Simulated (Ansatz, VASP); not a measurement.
SnTe in VASP and in Ansatz

```
Sn Te
1.0
     3.31969    0.00000    0.00000
    -1.65984    2.87493    0.00000
     0.00000    0.00000    6.40727
Sn Te
1 1
Direct
  0.00000 0.00000 0.50000
  0.00000 0.00000 0.00000
```

Alike in both runs: functional PBE; k mesh 18 × 18 × 10; occupations gaussian, width 0.1 eV; no spin polarisation.

Ansatz relaxed the structure, and its values are those at the end. VASP's run is a single point on that final structure, the one shown.

|  | VASP | Ansatz |
| --- | --- | --- |
| version | VASP 6.6.1 | Ansatz 0.2.0 |
| potentials or method | VASP PAW PBE potentials, release 64 (Sn_d, Te), cutoff 520 eV | scalar-relativistic, plane waves, PAW |
| valence electrons in the cell | 20 | 30 |

|  | VASP | Ansatz | Ansatz less VASP |
| --- | --- | --- | --- |
| gap on the k mesh at the Fermi level (eV) | none | none | - |
| pressure (GPa) | 0.0 | 0.0 | +0.04 |

A gap of «none» marks a metal or a gap that the smearing closes. VASP's potentials hold 20 valence electrons a cell and Ansatz's 30, so a difference there can come from the potentials and not from the codes.

Spin-orbit coupling is off throughout.
